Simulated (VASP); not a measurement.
# EuSb (zincblende type) (F-43m) in VASP: notebook

The runs below take EuSb (zincblende type) through electric field gradients, with PBE.

All numbers are computed with VASP 6.6.1; they aren't measurements. Logs are shortened: lines on timing, memory, paths and dates and some standing lists are left out, and cuts for length are marked.

## Step 1: The cell of the first run

It takes space group F-43m (No. 216, cubic). The conventional cell has a = 7.164 Å, b = 7.164 Å, c = 7.164 Å, α = 90.00°, β = 90.00°, γ = 90.00°. Within 4.1 Å of Eu (site symmetry -43m) lie 4 Sb at 3.10 Å. Within 4.1 Å of Sb (site symmetry -43m) lie 4 Eu at 3.10 Å.

## Step 2: Electric field gradients, PBE, collinear spin, ferromagnetic start (45.96 Å³/atom)

File INCAR:

```
SYSTEM = EuSb
ALGO = Normal
EDIFF = 1E-8
ENCUT = 520
GGA = PE
ISIF = 2
ISMEAR = -1
ISPIN = 2
LASPH = .True.
LCHARG = .False.
LEFG = .True.
LMAXMIX = 6
LORBIT = 11
LREAL = .False.
LWAVE = .False.
MAGMOM = 7 0
NBANDS = 22
NELM = 150
PREC = Accurate
SIGMA = 0.03
```

File KPOINTS:

```
k-points
0
Gamma
  9 9 9
  0 0 0
```

File POSCAR:

```
EuSb
1.0
    0.0000000000      3.5819794278      3.5819794278
    3.5819794278      0.0000000000      3.5819794278
    3.5819794278      3.5819794278      0.0000000000
Eu Sb
1 1
Direct
    0.0000000000      0.0000000000      0.0000000000
    0.2500000000      0.2500000000      0.2500000000
```

Potentials or basis: VASP PAW PBE potentials, release 64 (Eu, Sb).

Command:

```sh
$ cat potpaw_PBE.64/Eu/POTCAR potpaw_PBE.64/Sb/POTCAR > POTCAR
$ mpirun -np 1 vasp_std > vasp.out
```

OUTCAR:

```text
SYSTEM = EuSb
   EDIFF = 1E-8
   ENCUT = 520
   GGA = PE
   ISIF = 2
   ISMEAR = -1
   ISPIN = 2
   LASPH = .True.
   LORBIT = 11
   LREAL = .False.
   NELM = 150
   PREC = Accurate

 ion  position               nearest neighbor table
   1  0.000  0.000  0.000-   2 3.10   2 3.10   2 3.10   2 3.10
   2  0.250  0.250  0.250-   1 3.10   1 3.10   1 3.10   1 3.10

  LATTYP: Found a face centered cubic cell.
 ALAT       =     7.1639588556

  Lattice vectors:

 A1 = (   0.0000000000,   3.5819794278,   3.5819794278)
 A2 = (   3.5819794278,   0.0000000000,   3.5819794278)
 A3 = (   3.5819794278,   3.5819794278,   0.0000000000)

Analysis of symmetry for initial positions (statically):
=====================================================================
 Subroutine PRICEL returns:
 Original cell was already a primitive cell.

 Routine SETGRP: Setting up the symmetry group for a
 face centered cubic supercell.

 Subroutine GETGRP returns: Found 24 space group operations
 (whereof 24 operations were pure point group operations)
 out of a pool of 48 trial point group operations.

The static configuration has the point symmetry T_d .

Analysis of symmetry for dynamics (positions and initial velocities):
=====================================================================
 Subroutine PRICEL returns:
 Original cell was already a primitive cell.

 Routine SETGRP: Setting up the symmetry group for a
 face centered cubic supercell.

 Subroutine GETGRP returns: Found 24 space group operations
 (whereof 24 operations were pure point group operations)
 out of a pool of 48 trial point group operations.

The dynamic configuration has the point symmetry T_d .

Analysis of structural, dynamic, and magnetic symmetry:
=====================================================================
 Subroutine PRICEL returns:
 Original cell was already a primitive cell.

 Routine SETGRP: Setting up the symmetry group for a
 face centered cubic supercell.

 Subroutine GETGRP returns: Found 24 space group operations
 (whereof 24 operations were pure point group operations)
 out of a pool of 48 trial point group operations.

The overall configuration has the point symmetry T_d .

 Subroutine INISYM returns: Found 24 space group operations
 (whereof 24 operations are pure point group operations),
 and found     1 'primitive' translations

----------------------------------------------------------------------------------------

                                     Primitive cell

  volume of cell :      91.9177

  direct lattice vectors                    reciprocal lattice vectors
     0.000000000  3.581979428  3.581979428    -0.139587625  0.139587625  0.139587625
     3.581979428  0.000000000  3.581979428     0.139587625 -0.139587625  0.139587625
     3.581979428  3.581979428  0.000000000     0.139587625  0.139587625 -0.139587625

  length of vectors
     5.065683887  5.065683887  5.065683887     0.241772858  0.241772858  0.241772858

  position of ions in fractional coordinates (direct lattice)
     0.000000000  0.000000000  0.000000000
     0.250000000  0.250000000  0.250000000

  ion indices of the primitive-cell ions
   primitive index   ion index
                 1           1
                 2           2

----------------------------------------------------------------------------------------

 KPOINTS: k-points

Automatic generation of k-mesh.
 Grid dimensions read from file:
 generate k-points for:    9    9    9

 Generating k-lattice:

  Cartesian coordinates                     Fractional coordinates (reciprocal lattice)
    -0.015509736  0.015509736  0.015509736     0.111111111  0.000000000  0.000000000
     0.015509736 -0.015509736  0.015509736     0.000000000  0.111111111  0.000000000
     0.015509736  0.015509736 -0.015509736     0.000000000  0.000000000  0.111111111
[... 61 lines left out ...]
   IBRION =     -1    ionic relax: 0-MD 1-quasi-New 2-CG
   NFREE  =      0    steps in history (QN), initial steepest desc. (CG)
   ISIF   =      2    stress and relaxation
   ISYM   =      2    0-nonsym 1-usesym 2-fastsym
   POTIM  = 0.5000    time-step for ionic-motion
   TEBEG  =    0.0;   TEEND  =   0.0 temperature during run
   PSTRESS=    0.0 pullay stress
   NELECT =      22.0000    total number of electrons
   NUPDOWN=      -1.0000    fix difference up-down
   EMIN   =  10.00;   EMAX   =-10.00  energy-range for DOS
   EFERMI =   0.00;   METHOD = LEGACY
   ISMEAR =    -1;   SIGMA  =   0.03  broadening in eV -4-tet -1-fermi 0-gaus
   EFERMI_NEDOS =   21; number of points for ismear=-14 and -15
   IALGO  =     38    algorithm
   IMIX   =      4    mixing-type and parameters
     AMIX     =   0.40;   BMIX     =  1.00
     AMIX_MAG =   1.60;   BMIX_MAG =  1.00
  volume/ion in A,a.u.               =      45.96       310.15
  Fermi-wavevector in a.u.,A,eV,Ry     =   1.016442  1.920797 14.056921  1.033155
  Thomas-Fermi vector in A             =   2.149786
   LORBIT       =     11    0 simple, 1 ext, 2 COOP (PROOUT), +10 PAW based schemes
   GGA     = PE    functional components
   LHFCALC =     F    Hartree Fock is set to
   AEXX    =    0.0000 exact exchange contribution
   IVDW    =     0    specifies the selected vdW correction
   LEPSILON=     F    determine dielectric tensor
   LRPA    =     F    only Hartree local field effects (RPA)
 spin polarized calculation
  energy-cutoff  :      520.00
  volume of cell :       91.92
 maximum number of plane-waves:      2499
 NGX is ok and might be reduce to    40
   NGX = 19   NGY = 19   NGZ = 19

 number of electron      22.0000004 magnetization       6.0027674

 Free energy of the ion-electron system (eV)
  ---------------------------------------------------
  ext. energy  EPLUGINS =         0.00000000
  ---------------------------------------------------
  free energy    TOTEN  =       -16.28477116 eV

  energy without entropy =      -16.27065572  energy(sigma->0) =      -16.27771344

 E-fermi :   1.3395     XC(G=0):  -7.8208

 val. band max:        1.3367230664   @ k =   0.3333   0.1111   0.0000
 cond. band min:       1.3397688114   @ k =  -0.2222   0.1111   0.0000
 fundamental gap:      0.0030457450
 Fermi energy:         1.3395218553

 spin component 1

 k-point     1 :       0.0000    0.0000    0.0000
  band No.  band energies     occupation
      1     -39.8355      1.00000
      2     -18.5008      1.00000
      3     -18.5008      1.00000
      4     -18.5008      1.00000
      5      -6.5293      1.00000
      6       0.6617      1.00000
[... 589 lines left out ...]
     21       8.2788      0.00000
     22       9.1310      0.00000

 [... further k-points ...]

 spin component 2

 k-point     1 :       0.0000    0.0000    0.0000
  band No.  band energies     occupation
      1     -36.8586      1.00000
      2     -16.3867      1.00000
      3     -16.3867      1.00000
      4     -16.3867      1.00000
      5      -6.8193      1.00000
      6       0.7524      1.00000
[... 589 lines left out ...]
     21       8.8477      0.00000
     22       9.7621      0.00000

 [... further k-points ...]

------------------------ aborting loop because EDIFF is reached ----------------------------------------

  FORCE on cell =-STRESS in cart. coord.  units (eV):
  Direction    XX          YY          ZZ          XY          YZ          ZX
  --------------------------------------------------------------------------------------
  -------------------------------------------------------------------------------------
  Total        0.5210210      0.5210210      0.5210210      0.0000000     -0.0000000      0.0000000
  in kB        9.0816875      9.0816875      9.0816875      0.0000000     -0.0000000      0.0000000
  external PRESSURE =       9.0816875 kB  Pullay stress =       0.0000000 kB

 VOLUME and BASIS-vectors are now :
 -----------------------------------------------------------------------------
  energy-cutoff  :      520.00
  volume of cell :       91.92
      direct lattice vectors                 reciprocal lattice vectors
     0.000000000  3.581979428  3.581979428    -0.139587625  0.139587625  0.139587625
     3.581979428  0.000000000  3.581979428     0.139587625 -0.139587625  0.139587625
     3.581979428  3.581979428  0.000000000     0.139587625  0.139587625 -0.139587625

 POSITION                                       TOTAL-FORCE (eV/Angst)
 -----------------------------------------------------------------------------------
      0.00000      0.00000      0.00000        -0.000000     -0.000000     -0.000000
      1.79099      1.79099      1.79099         0.000000      0.000000      0.000000
 -----------------------------------------------------------------------------------
    total drift:                                0.000000      0.000000      0.000000

  FREE ENERGIE OF THE ION-ELECTRON SYSTEM (eV)
  ---------------------------------------------------
  free  energy   TOTEN  =       -16.2847711612 eV

  energy  without entropy=      -16.2706557193  energy(sigma->0) =      -16.27771344

 Electric field gradients (V/A^2)
---------------------------------------------------------------------
 ion       V_xx      V_yy      V_zz      V_xy      V_xz      V_yz
---------------------------------------------------------------------
   1       0.000     0.000    -0.000     0.001     0.001     0.001
   2      -0.000     0.000     0.000    -0.000    -0.000    -0.000
---------------------------------------------------------------------

 Electric field gradients after diagonalization (V/A^2)
 (convention: |V_zz| > |V_xx| > |V_yy|)
----------------------------------------------------------------------
 ion       V_xx      V_yy      V_zz     asymmetry (V_yy - V_xx)/ V_zz
----------------------------------------------------------------------
   1      -0.001    -0.001     0.002       0.000
   2       0.000     0.000    -0.000       0.000
----------------------------------------------------------------------

           NMR quadrupolar parameters

 Cq : quadrupolar parameter    Cq=e*Q*V_zz/h
 eta: asymmetry parameters     (V_yy - V_xx)/ V_zz
 Q  : nuclear electric quadrupole moment in mb (millibarn)
----------------------------------------------------------------------
 ion       Cq(MHz)       eta       Q (mb)
----------------------------------------------------------------------
   1       0.000       0.000       1.000
   2      -0.000       0.000       1.000
----------------------------------------------------------------------

 total charge

# of ion       s       p       d       f       tot
--------------------------------------------------
    1        2.057   5.725   0.353   6.525  14.660
    2        1.140   1.388   0.004   0.000   2.532
--------------------------------------------------
tot          3.197   7.112   0.357   6.525  17.192

 magnetization (x)

# of ion       s       p       d       f       tot
--------------------------------------------------
    1       -0.006  -0.128   0.021   6.491   6.378
    2       -0.006  -0.248   0.001   0.000  -0.253
--------------------------------------------------
tot         -0.012  -0.377   0.023   6.491   6.125
```

It took 6.1 min on 1 thread of Intel Xeon Platinum 8559C (Emerald Rapids), shared host; peak memory 0.38 GiB.

What came out:

| Quantity | Value |
| --- | --- |
| Free energy | -16.2848 eV |
| Pressure | 0.9 GPa |
| Band gap on the k mesh | zero (filled and empty bands overlap) |
| Net moment | 6.00 μB per cell |
| Site moments | Eu +6.38; Sb -0.25 μB |
| Largest electric field gradient by atom | under 0.05 V/Å² on every atom |
| Valence electrons inside the program's atomic spheres | Eu 14.66; Sb 2.53 |

Caveat: spin-orbit coupling is left out, which moves the levels of the heavy elements; a cell with one magnetic atom can't hold antiferromagnetic order, which such compounds often take; semilocal functionals describe open f shells poorly, which spoils levels, moments and volumes.

## Step 3: Electric field gradients, PBE, collinear spin, ferromagnetic start (46.92 Å³/atom)

This run uses another cell than the first one, of 46.92 Å³/atom.

File INCAR:

```
ALGO = Normal
EDIFF = 1E-8
ENCUT = 520
GGA = PE
ISIF = 2
ISMEAR = -1
ISPIN = 2
LASPH = True
LCHARG = False
LEFG = True
LMAXMIX = 6
LORBIT = 11
LREAL = False
LWAVE = False
MAGMOM = 7 0
NBANDS = 22
NELM = 150
PREC = Accurate
SIGMA = 0.03
```

File KPOINTS:

```
k-points
0
Gamma
  9 9 9
```

File POSCAR:

```
EuSb
1.0
    0.0000000000      3.6066835148      3.6066835148
    3.6066835148      0.0000000000      3.6066835148
    3.6066835148      3.6066835148      0.0000000000
Eu Sb
1 1
Direct
    0.0000000000      0.0000000000      0.0000000000
    0.2500000000      0.2500000000      0.2500000000
```

Potentials or basis: VASP PAW PBE potentials, release 64 (Eu, Sb).

Command:

```sh
$ cat potpaw_PBE.64/Eu/POTCAR potpaw_PBE.64/Sb/POTCAR > POTCAR
$ mpirun -np 1 vasp_std > vasp.out
```

OUTCAR:

```text
EDIFF = 1E-8
   ENCUT = 520
   GGA = PE
   ISIF = 2
   ISMEAR = -1
   ISPIN = 2
   LASPH = True
   LORBIT = 11
   LREAL = False
   NELM = 150
   PREC = Accurate

 ion  position               nearest neighbor table
   1  0.000  0.000  0.000-   2 3.12   2 3.12   2 3.12   2 3.12
   2  0.250  0.250  0.250-   1 3.12   1 3.12   1 3.12   1 3.12

  LATTYP: Found a face centered cubic cell.
 ALAT       =     7.2133670296

  Lattice vectors:

 A1 = (   0.0000000000,   3.6066835148,   3.6066835148)
 A2 = (   3.6066835148,   0.0000000000,   3.6066835148)
 A3 = (   3.6066835148,   3.6066835148,   0.0000000000)

Analysis of symmetry for initial positions (statically):
=====================================================================
 Subroutine PRICEL returns:
 Original cell was already a primitive cell.

 Routine SETGRP: Setting up the symmetry group for a
 face centered cubic supercell.

 Subroutine GETGRP returns: Found 24 space group operations
 (whereof 24 operations were pure point group operations)
[... 1417 lines left out ...]
    total drift:                                0.000000      0.000000      0.000000

  FREE ENERGIE OF THE ION-ELECTRON SYSTEM (eV)
  ---------------------------------------------------
  free  energy   TOTEN  =       -16.2929499295 eV

  energy  without entropy=      -16.2786667050  energy(sigma->0) =      -16.28580832

 Electric field gradients (V/A^2)
---------------------------------------------------------------------
 ion       V_xx      V_yy      V_zz      V_xy      V_xz      V_yz
---------------------------------------------------------------------
   1       0.000     0.000     0.000     0.001     0.001     0.001
   2       0.000    -0.000    -0.000    -0.000    -0.000    -0.000
---------------------------------------------------------------------

 Electric field gradients after diagonalization (V/A^2)
 (convention: |V_zz| > |V_xx| > |V_yy|)
----------------------------------------------------------------------
 ion       V_xx      V_yy      V_zz     asymmetry (V_yy - V_xx)/ V_zz
----------------------------------------------------------------------
   1      -0.001    -0.001     0.002       0.000
   2       0.000     0.000    -0.000       0.000
----------------------------------------------------------------------

           NMR quadrupolar parameters

 Cq : quadrupolar parameter    Cq=e*Q*V_zz/h
 eta: asymmetry parameters     (V_yy - V_xx)/ V_zz
 Q  : nuclear electric quadrupole moment in mb (millibarn)
----------------------------------------------------------------------
 ion       Cq(MHz)       eta       Q (mb)
----------------------------------------------------------------------
   1       0.000       0.000       1.000
   2      -0.000       0.000       1.000
----------------------------------------------------------------------

 total charge

# of ion       s       p       d       f       tot
--------------------------------------------------
    1        2.057   5.725   0.341   6.532  14.654
    2        1.139   1.379   0.004   0.000   2.523
--------------------------------------------------
tot          3.196   7.104   0.345   6.532  17.177

 magnetization (x)

# of ion       s       p       d       f       tot
--------------------------------------------------
    1       -0.006  -0.128   0.021   6.500   6.386
    2       -0.006  -0.250   0.001   0.000  -0.255
--------------------------------------------------
tot         -0.012  -0.379   0.022   6.500   6.132
```

Run time: 7 min. Hardware: 1 thread of Intel Xeon Platinum 8559C (Emerald Rapids), shared host; peak memory 0.38 GiB.

Results:

| Quantity | Value |
| --- | --- |
| Free energy | -16.2929 eV |
| Pressure | 0.4 GPa |
| Band gap on the k mesh | zero (filled and empty bands overlap) |
| Net moment | 6.00 μB per cell |
| Site moments | Eu +6.39; Sb -0.26 μB |
| Largest electric field gradient by atom | under 0.05 V/Å² on every atom |
| Valence electrons inside the program's atomic spheres | Eu 14.65; Sb 2.52 |

Caveat: spin-orbit coupling is left out, which moves the levels of the heavy elements; a cell with one magnetic atom can't hold antiferromagnetic order, which such compounds often take; semilocal functionals describe open f shells poorly, which spoils levels, moments and volumes.

(Part 1 of 2 ends here.)
